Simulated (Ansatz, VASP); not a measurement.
**One calculation of EuS, two programs**

Contents of POSCAR:

```
EuS
1.0
    0.0000000000      2.8757101320      2.8757101320
    2.8757101320      0.0000000000      2.8757101320
    2.8757101320      2.8757101320      0.0000000000
Eu S
1 1
Direct
    0.0000000000      0.0000000000      0.0000000000
    0.5000000000      0.5000000000      0.5000000000
```

INCAR.step1

```
SYSTEM = EuS
ALGO = Normal ; EDIFF = 1E-5
ENCUT = 800 ; GGA = PE
GGA_COMPAT = .FALSE. ; ISMEAR = 1
ISPIN = 2 ; LASPH = .TRUE.
LCHARG = .FALSE. ; LMAXMIX = 6
LREAL = .FALSE. ; LWAVE = .TRUE.
MAGMOM = 7 0 ; NBANDS = 22
NELM = 200 ; PREC = Accurate
SIGMA = 0.1
```

File INCAR.step2:

```
SYSTEM = EuS
ALGO = Normal ; EDIFF = 1E-6
ENCUT = 800 ; GGA_COMPAT = .FALSE.
ISIF = 2 ; ISMEAR = 1
ISPIN = 2 ; ISTART = 1
LASPH = .TRUE. ; LCHARG = .TRUE.
LELF = .TRUE. ; LMAXMIX = 6
LMIXTAU = .TRUE. ; LORBIT = 11
LREAL = .FALSE. ; LVHAR = .TRUE.
LWAVE = .FALSE. ; MAGMOM = 7 0
METAGGA = R2SCAN ; NBANDS = 22
NELM = 200 ; PREC = Accurate
SIGMA = 0.1
```

Contents of KPOINTS:

```
k-points
0
G
  8 8 8
  0 0 0
```

Input for Ansatz:

```yaml
crystal:
  lattice:
    - [0.0, 2.875710132047868, 2.875710132047868]
    - [2.875710132047868, 0.0, 2.875710132047868]
    - [2.875710132047868, 2.875710132047868, 0.0]
  atoms:
    - { symbol: Eu, position: [0.0, 0.0, 0.0], spin: 7.0 }
    - { symbol: S, position: [0.5, 0.5, 0.5] }
basis:
  ecutwfc: 750.0
  ecutrho_ratio: 6
kpoints:
  mp_grid:
    grid: [8, 8, 8]
hamiltonian:
  xc: r2scan
  pseudopotentials:
    kind: paw
magnetization:
  spin_polarized: true
scf:
  occupations:
    method: cold
    width: 0.1
  initial_density:
    normalization: atom
```

Alike in both runs: task single point; functional r2SCAN; k mesh 8 × 8 × 8; collinear spin.

|  | VASP | Ansatz |
| --- | --- | --- |
| version | VASP 6.6.1 | Ansatz 0.2.0 |
| potentials or method | VASP PAW PBE potentials, release 64 (Eu, S), cutoff 800 eV | plane waves, PAW |
| occupations | methfessel-paxton of order 1, width 0.1 eV | cold, width 0.1 eV |
| valence electrons in the cell | 23 | 23 |

Ansatz gave:

```
net moment per atom (μB)                                      : 3.49
size of the moment on the site where the two differ most (μB) : 6.75
```

Task: Which values does VASP return?

Result: net moment per atom (μB): 3.49; size of the moment on the site where the two differ most (μB): 6.50.

VASP's potentials were made for PBE, not for r2SCAN. Site moments also hang on the region over which each program counts them. Ansatz's warnings: stability check not made.

Spin-orbit coupling is off throughout.
